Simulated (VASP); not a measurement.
Here is a VASP 6.6.1 calculation.

The input POSCAR:

```
LiH
1.0
    3.2558267816      0.0000000000      0.0000000000
   -1.6279133908      2.8196287032      0.0000000000
    0.0000000000      0.0000000000      4.0684446705
Li H
2 2
Direct
    0.3333333333      0.6666666667     -0.0625092883
    0.6666666667      0.3333333333      0.4374907117
    0.3333333333      0.6666666667      0.4375092883
    0.6666666667      0.3333333333      0.9375092883
```

File INCAR.step1:

```
ALGO = Normal
EDIFF = 1E-4
ENCUT = 520
GGA = PE
ISMEAR = 0
LASPH = True
LCHARG = False
LREAL = False
LWAVE = True
NBANDS = 12
NELM = 100
PREC = Accurate
SIGMA = 0.01
```

File INCAR.step2:

```
ALGO = Normal
EDIFF = 1E-7
ENCUT = 520
ISIF = 2
ISMEAR = 0
ISTART = 1
LASPH = True
LCHARG = False
LMIXTAU = True
LREAL = False
LWAVE = False
METAGGA = R2SCAN
NBANDS = 12
NELM = 100
PREC = Accurate
SIGMA = 0.01
```

KPOINTS

```
k-points
0
Gamma
  6 6 4
```

Potentials or basis: VASP PAW PBE potentials, release 64 (Li_sv, H).

The run is started by

```sh
$ cat potpaw_PBE.64/Li_sv/POTCAR potpaw_PBE.64/H/POTCAR > POTCAR
$ cp INCAR.step1 INCAR
$ mpirun -np 1 vasp_std > vasp.out
$ cp INCAR.step2 INCAR
$ mpirun -np 1 vasp_std > vasp.out
```

Q: Predict the band gap on the k mesh.

A: 2.30 eV, indirect (least direct gap 3.61 eV).

Q: Estimate the largest force.

A: 0.034 eV/Å.

Forces in eV/Å, atoms in the order of the input:
```
Li   0.000  0.000 -0.034
Li   0.000  0.000 -0.034
H    0.000  0.000  0.034
H    0.000  0.000  0.034
```

Caveat: the PAW data sets were made with another functional, which shifts forces and pressure a little. A k mesh can miss the band edges.
